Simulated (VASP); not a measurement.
Wanted: the native input for a VASP 6.6.1 run.

- Task: relaxation of cell and atoms
- Functional: PBE
- Potentials or basis: VASP PAW PBE potentials, release 64 (Sc_sv, Nb_sv, O)
- Cutoff: 600 eV
- k mesh: 6 × 6 × 14
- Occupations: gaussian, width 0.1 eV
- Spin: no spin polarisation
- Dipole correction: no
- Further INCAR settings: ALGO = Normal; EDIFF = 1e-06; IBRION = 2; EDIFFG = -0.01; NSW = 100; ISIF = 3

The structure of Sc3NbO2 lies in POSCAR:

```
Sc3NbO2
1.0
    6.0961693595      0.0000000000      0.0000000000
   -3.0480846797      5.2794375311      0.0000000000
    0.0000000000      0.0000000000      2.7752834239
Sc Nb O
3 1 2
Direct
    0.5000000000      0.5000000000      0.5000000000
    0.5000000000      0.0000000000      0.5000000000
    0.0000000000      0.5000000000      0.5000000000
    0.0000000000      0.0000000000      0.0000000000
    0.6666666667      0.3333333333      0.0000000000
    0.3333333333      0.6666666667      0.0000000000
```

The cell was generated, and may not be a known phase.

The input as run:

INCAR

```
SYSTEM = Sc3NbO2
PREC = Accurate ; ENCUT = 600
EDIFF = 1E-6 ; ISMEAR = 0
SIGMA = 0.1 ; LREAL = .FALSE.
LASPH = .TRUE. ; NELM = 80
ALGO = Normal ; ISIF = 3
LWAVE = .FALSE. ; LCHARG = .FALSE.
GGA = PE ; IBRION = 2
NSW = 100 ; EDIFFG = -0.01
```

KPOINTS

```
regular mesh
0
G
  6 6 14
  0 0 0
```

Potentials or basis: VASP PAW PBE potentials, release 64 (Sc_sv, Nb_sv, O).

Run with:

```console
$ cat potpaw_PBE.64/Sc_sv/POTCAR potpaw_PBE.64/Nb_sv/POTCAR potpaw_PBE.64/O/POTCAR > POTCAR
$ mpirun -np 1 vasp_std > vasp.out
```

Results of the run:

```
Relaxed volume                        : 14.94 Å³/atom
Relaxed cell                          : a = 6.112 Å, b = 6.112 Å, c = 2.770 Å, α = 90.00°, β = 90.00°, γ = 120.00°
Space group after relaxing (to 0.1 Å) : P6/mmm (No. 191)
Energy gained by relaxing             : 0.2 meV/atom
Ionic steps                           : 4
Pressure after relaxing               : 0.0 GPa
Band gap on the k mesh                : zero (bands 29 and 30 overlap by 1.06 eV)
```

Wall time 8.2 min on 1 thread of AMD EPYC 9R45 96-Core Processor (Zen 5), with other jobs on the host, peak memory 0.34 GiB.
